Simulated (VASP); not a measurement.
# Ir (Fm-3m) in VASP: further runs

Runs on Ir. Level: PBE. Tasks: single point.

Everything below comes from runs of VASP 6.6.1. Logs are shortened: lines on timing, memory, paths and dates and some standing lists are left out, and cuts for length are marked.

## Step 1: The cell of the first run

The structure is cubic, space group Fm-3m (No. 225). The conventional cell has a = 3.753 Å, b = 3.753 Å, c = 3.753 Å, α = 90.00°, β = 90.00°, γ = 90.00°. Within 3.5 Å of Ir (site symmetry m-3m) lie 12 Ir at 2.65 Å.

## Step 2: Single point, PBE

INCAR

```
SYSTEM = Ir
PREC = Accurate ; ENCUT = 500
EDIFF = 1E-6 ; ISMEAR = 1
SIGMA = 0.15 ; LREAL = .FALSE.
LASPH = .TRUE. ; NELM = 120
ALGO = Normal ; ISIF = 2
LWAVE = .FALSE. ; LCHARG = .FALSE.
GGA = PE ; NBANDS = 10
GGA_COMPAT = .FALSE.
```

KPOINTS

```
regular mesh
0
G
  13 13 13
  0 0 0
```

POSCAR

```
Ir
1.0
    0.0000000000      1.8764951499      1.8764951499
    1.8764951499      0.0000000000      1.8764951499
    1.8764951499      1.8764951499      0.0000000000
Ir
1
Direct
    0.0000000000      0.0000000000      0.0000000000
```

Potentials or basis: VASP PAW PBE potentials, release 64 (Ir).

On the command line:

```
cat potpaw_PBE.64/Ir/POTCAR > POTCAR
mpirun -np 1 vasp_std > vasp.out
```

OUTCAR:

```text
SYSTEM = Ir
   PREC = Accurate
   ENCUT = 500
   EDIFF = 1E-6
   ISMEAR = 1
   LREAL = .FALSE.
   LASPH = .TRUE.
   NELM = 120
   ISIF = 2
   GGA = PE

 ion  position               nearest neighbor table
   1  0.000  0.000  0.000-

  LATTYP: Found a face centered cubic cell.
 ALAT       =     3.7529902998

  Lattice vectors:

 A1 = (   0.0000000000,   1.8764951499,   1.8764951499)
 A2 = (   1.8764951499,   0.0000000000,   1.8764951499)
 A3 = (   1.8764951499,   1.8764951499,   0.0000000000)

Analysis of symmetry for initial positions (statically):
=====================================================================
 Subroutine PRICEL returns:
 Original cell was already a primitive cell.

 Routine SETGRP: Setting up the symmetry group for a
 face centered cubic supercell.

 Subroutine GETGRP returns: Found 48 space group operations
 (whereof 48 operations were pure point group operations)
 out of a pool of 48 trial point group operations.

The static configuration has the point symmetry O_h .

Analysis of symmetry for dynamics (positions and initial velocities):
=====================================================================
 Subroutine PRICEL returns:
 Original cell was already a primitive cell.

 Routine SETGRP: Setting up the symmetry group for a
 face centered cubic supercell.

 Subroutine GETGRP returns: Found 48 space group operations
 (whereof 48 operations were pure point group operations)
 out of a pool of 48 trial point group operations.

The dynamic configuration has the point symmetry O_h .

 Subroutine INISYM returns: Found 48 space group operations
 (whereof 48 operations are pure point group operations),
 and found     1 'primitive' translations

----------------------------------------------------------------------------------------

                                     Primitive cell

  volume of cell :      13.2152

  direct lattice vectors                    reciprocal lattice vectors
     0.000000000  1.876495150  1.876495150    -0.266454193  0.266454193  0.266454193
     1.876495150  0.000000000  1.876495150     0.266454193 -0.266454193  0.266454193
     1.876495150  1.876495150  0.000000000     0.266454193  0.266454193 -0.266454193

  length of vectors
     2.653764891  2.653764891  2.653764891     0.461512199  0.461512199  0.461512199

  position of ions in fractional coordinates (direct lattice)
     0.000000000  0.000000000  0.000000000

  ion indices of the primitive-cell ions
   primitive index   ion index
                 1           1

----------------------------------------------------------------------------------------

 KPOINTS: regular mesh

Automatic generation of k-mesh.
 Grid dimensions read from file:
 generate k-points for:   13   13   13

 Generating k-lattice:

  Cartesian coordinates                     Fractional coordinates (reciprocal lattice)
    -0.020496476  0.020496476  0.020496476     0.076923077  0.000000000  0.000000000
     0.020496476 -0.020496476  0.020496476     0.000000000  0.076923077  0.000000000
     0.020496476  0.020496476 -0.020496476     0.000000000  0.000000000  0.076923077

  Length of vectors
     0.035500938  0.035500938  0.035500938

  Shift w.r.t. Gamma in fractional coordinates (k-lattice)
     0.000000000  0.000000000  0.000000000

 Subroutine IBZKPT returns following result:
 ===========================================

 Found     84 irreducible k-points:

 Following reciprocal coordinates:
            Coordinates               Weight
  0.000000  0.000000  0.000000      1.000000
  0.076923  0.000000  0.000000      8.000000
  0.153846  0.000000  0.000000      8.000000
  0.230769  0.000000  0.000000      8.000000
  0.307692  0.000000  0.000000      8.000000
  0.384615  0.000000  0.000000      8.000000
[... 16 lines left out ...]
  0.384615  0.153846  0.000000     24.000000
  0.461538  0.153846  0.000000     24.000000
 [... further k-points ...]
   k-points           NKPTS =     84   k-points in BZ     NKDIM =     84   number of bands    NBANDS=     10
   number of dos      NEDOS =    301   number of ions     NIONS =      1
   total plane-waves  NPLWV =   8000
   dimension x,y,z NGX =    20 NGY =   20 NGZ =   20
   dimension x,y,z NGXF=    40 NGYF=   40 NGZF=   40
   ions per type =               1
   NGX,Y,Z   is equivalent  to a cutoff of  12.53, 12.53, 12.53 a.u.
   NGXF,Y,Z  is equivalent  to a cutoff of  25.06, 25.06, 25.06 a.u.
 SYSTEM =  Ir
   PREC   = accura    normal or accurate (medium, high low for compatibility)
   ISTART =      0    job   : 0-new  1-cont  2-samecut
   ICHARG =      2    charge: 1-file 2-atom 10-const
   ISPIN  =      1    spin polarized calculation?
   LNONCOLLINEAR =      F non collinear calculations
   LSORBIT =      F    spin-orbit coupling
   LASPH  =      T    aspherical Exc in radial PAW
   ENCUT  =  500.0 eV  36.75 Ry    6.06 a.u.   4.84  4.84  4.84*2*pi/ulx,y,z
   NELM   =    120;   NELMIN=  2; NELMDL= -5     # of ELM steps
   EDIFF  = 0.1E-05   stopping-criterion for ELM
   LREAL  =      F    real-space projection
   EDIFFG = 0.1E-04   stopping-criterion for IOM
   NSW    =      0    number of steps for IOM
   IBRION =     -1    ionic relax: 0-MD 1-quasi-New 2-CG
   NFREE  =      0    steps in history (QN), initial steepest desc. (CG)
   ISIF   =      2    stress and relaxation
   ISYM   =      2    0-nonsym 1-usesym 2-fastsym
   POTIM  = 0.5000    time-step for ionic-motion
   TEBEG  =    0.0;   TEEND  =   0.0 temperature during run
   PSTRESS=    0.0 pullay stress
   NELECT =       9.0000    total number of electrons
   NUPDOWN=      -1.0000    fix difference up-down
   EMIN   =  10.00;   EMAX   =-10.00  energy-range for DOS
   EFERMI =   0.00;   METHOD = LEGACY
   ISMEAR =     1;   SIGMA  =   0.15  broadening in eV -4-tet -1-fermi 0-gaus
   EFERMI_NEDOS =   21; number of points for ismear=-14 and -15
   IALGO  =     38    algorithm
   IMIX   =      4    mixing-type and parameters
     AMIX     =   0.40;   BMIX     =  1.00
     AMIX_MAG =   1.60;   BMIX_MAG =  1.00
  volume/ion in A,a.u.               =      13.22        89.18
  Fermi-wavevector in a.u.,A,eV,Ry     =   1.440340  2.721847 28.226348  2.074578
  Thomas-Fermi vector in A             =   2.559095
   LORBIT       =      0    0 simple, 1 ext, 2 COOP (PROOUT), +10 PAW based schemes
   GGA     = PE    functional components
   LHFCALC =     F    Hartree Fock is set to
   AEXX    =    0.0000 exact exchange contribution
   IVDW    =     0    specifies the selected vdW correction
   LEPSILON=     F    determine dielectric tensor
   LRPA    =     F    only Hartree local field effects (RPA)
 non-spin polarized calculation
 Methfessel and Paxton  Order N= 1 SIGMA  =   0.15
  energy-cutoff  :      500.00
  volume of cell :       13.22
 maximum number of plane-waves:       343
   NGX =  9   NGY =  9   NGZ =  9

 number of electron       9.0000000 magnetization

 Free energy of the ion-electron system (eV)
  ---------------------------------------------------
  ext. energy  EPLUGINS =         0.00000000
  ---------------------------------------------------
  free energy    TOTEN  =        -8.68510710 eV

  energy without entropy =       -8.68457270  energy(sigma->0) =       -8.68492897

 E-fermi :  11.6545     XC(G=0): -14.3961

 val. band max:       11.6102476642   @ k =  -0.3077   0.3077   0.0769
 cond. band min:      11.6963072984   @ k =   0.4615   0.1538   0.0769
 fundamental gap:      0.0860596343
 Fermi energy:        11.6545320444

 k-point     1 :       0.0000    0.0000    0.0000
  band No.  band energies     occupation
      1      -0.2388      2.00000
      2       7.3249      2.00000
      3       7.3249      2.00000
      4       7.3249      2.00000
      5      10.3248      2.00000
      6      10.3248      2.00000
      7      25.7930      0.00000
      8      31.7997      0.00000
      9      31.7997      0.00000
     10      31.7997      0.00000

 k-point     2 :       0.0769    0.0000    0.0000
  band No.  band energies     occupation
      1       0.0429      2.00000
      2       7.1704      2.00000
      3       7.4482      2.00000
      4       7.4482      2.00000
      5      10.2427      2.00000
      6      10.2427      2.00000
      7      26.2926      0.00000
      8      30.4873      0.00000
      9      32.2780      0.00000
     10      32.2780      0.00000

 k-point     3 :       0.1538    0.0000    0.0000
  band No.  band energies     occupation
      1       0.8228      2.00000
      2       6.8412      2.00000
      3       7.7189      2.00000
      4       7.7189      2.00000
      5      10.1330      2.00000
      6      10.1330      2.00000
      7      27.4580      0.00000
      8      28.4466      0.00000
      9      33.6320      0.00000
     10      33.6320      0.00000

 k-point     4 :       0.2308    0.0000    0.0000
  band No.  band energies     occupation
      1       1.8471      2.00000
      2       6.7157      2.00000
      3       7.8336      2.00000
      4       7.8336      2.00000
      5      10.3659      2.00000
      6      10.3659      2.00000
      7      26.1419      0.00000
      8      28.8147      0.00000
      9      35.6159      0.00000
     10      35.6159      0.00000
[... 222 lines left out ...]
 k-point    22 :       0.3077    0.1538    0.0000
  band No.  band energies     occupation
      1       2.9736      2.00000
      2       5.7472      2.00000
      3       7.5556      2.00000
      4       8.6568      2.00000
      5      10.4180      2.00000
      6      11.5932      1.63226
      7      26.5437      0.00000
      8      29.8590      0.00000
      9      32.0563      0.00000
     10      33.1126      0.00000

 k-point    23 :       0.3846    0.1538    0.0000
  band No.  band energies     occupation
      1       3.5153      2.00000
      2       6.2888      2.00000
      3       7.0894      2.00000
      4       8.4575      2.00000
      5      12.0578     -0.00096
      6      12.3131     -0.00000
      7      23.8245      0.00000
      8      28.4015      0.00000
      9      31.3192      0.00000
     10      33.4727      0.00000

 k-point    24 :       0.4615    0.1538    0.0000
  band No.  band energies     occupation
      1       3.6101      2.00000
      2       6.4891      2.00000
      3       7.7001      2.00000
      4       8.1931      2.00000
      5      12.7514     -0.00000
      6      13.9781     -0.00000
      7      20.9276      0.00000
      8      27.3883      0.00000
      9      30.7950      0.00000
     10      32.2106      0.00000

 [... further k-points ...]

------------------------ aborting loop because EDIFF is reached ----------------------------------------

  FORCE on cell =-STRESS in cart. coord.  units (eV):
  Direction    XX          YY          ZZ          XY          YZ          ZX
  --------------------------------------------------------------------------------------
  -------------------------------------------------------------------------------------
  Total        3.4681820      3.4681820      3.4681820      0.0000000      0.0000000      0.0000000
  in kB      420.4749483    420.4749483    420.4749483      0.0000000      0.0000000      0.0000000
  external PRESSURE =     420.4749483 kB  Pullay stress =       0.0000000 kB

 VOLUME and BASIS-vectors are now :
 -----------------------------------------------------------------------------
  energy-cutoff  :      500.00
  volume of cell :       13.22
      direct lattice vectors                 reciprocal lattice vectors
     0.000000000  1.876495150  1.876495150    -0.266454193  0.266454193  0.266454193
     1.876495150  0.000000000  1.876495150     0.266454193 -0.266454193  0.266454193
     1.876495150  1.876495150  0.000000000     0.266454193  0.266454193 -0.266454193

 POSITION                                       TOTAL-FORCE (eV/Angst)
 -----------------------------------------------------------------------------------
      0.00000      0.00000      0.00000         0.000000      0.000000      0.000000
 -----------------------------------------------------------------------------------
    total drift:                               -0.000000     -0.000000     -0.000000

  FREE ENERGIE OF THE ION-ELECTRON SYSTEM (eV)
  ---------------------------------------------------
  free  energy   TOTEN  =        -8.6851071020 eV

  energy  without entropy=       -8.6845726974  energy(sigma->0) =       -8.68492897
```

Wall time 6.1 s (1 thread of AMD EPYC 9R45 (Zen 5), shared host); peak memory 0.1 GiB.

Results:

* Free energy: -8.6851 eV
* Pressure: 42.0 GPa

Caveat: spin-orbit coupling is left out, which moves the levels of the heavy elements.

## Step 3: Single point, PBE

This run uses another cell than the first one, of 13.64 Å³/atom, 1.032 times its volume.

INCAR

```
SYSTEM = Ir
  PREC = Accurate
  ENCUT = 500
  EDIFF = 1E-6
  ISMEAR = 1
  SIGMA = 0.15
  LREAL = .FALSE.
  LASPH = .TRUE.
  NELM = 120
  ALGO = Normal
  ISIF = 2
  LWAVE = .FALSE.
  LCHARG = .TRUE.
  GGA = PE
  LELF = .TRUE.
  LVHAR = .TRUE.
  NBANDS = 10
  GGA_COMPAT = .FALSE.
```

KPOINTS is that of step 2.

POSCAR

```
Ir
1.0
    0.0000000000      1.8962491820      1.8962491820
    1.8962491820      0.0000000000      1.8962491820
    1.8962491820      1.8962491820      0.0000000000
Ir
1
Direct
    0.0000000000      0.0000000000      0.0000000000
```

Potentials or basis: VASP PAW PBE potentials, release 64 (Ir).

On the command line:

```
cat potpaw_PBE.64/Ir/POTCAR > POTCAR
mpirun -np 1 vasp_std > vasp.out
```

Wall time 6.7 s (1 thread of AMD EPYC 9R45 (Zen 5), shared host); peak memory 0.1 GiB.

It converged, with:

```
Free energy : -8.7742 eV
Pressure    : 25.9 GPa
```

Levels at points of the mesh, in eV from the Fermi level:
```csv
k point,band 1,band 2,band 3,band 4,band 5,band 6,band 7,band 8
"(0.00, 0.00, 0.00)",-11.54,-4.13,-4.13,-4.13,-1.27,-1.27,14.22,20.04
```

Caveat: spin-orbit coupling is left out, which moves the levels of the heavy elements.

(Part 1 of 2 ends here.)
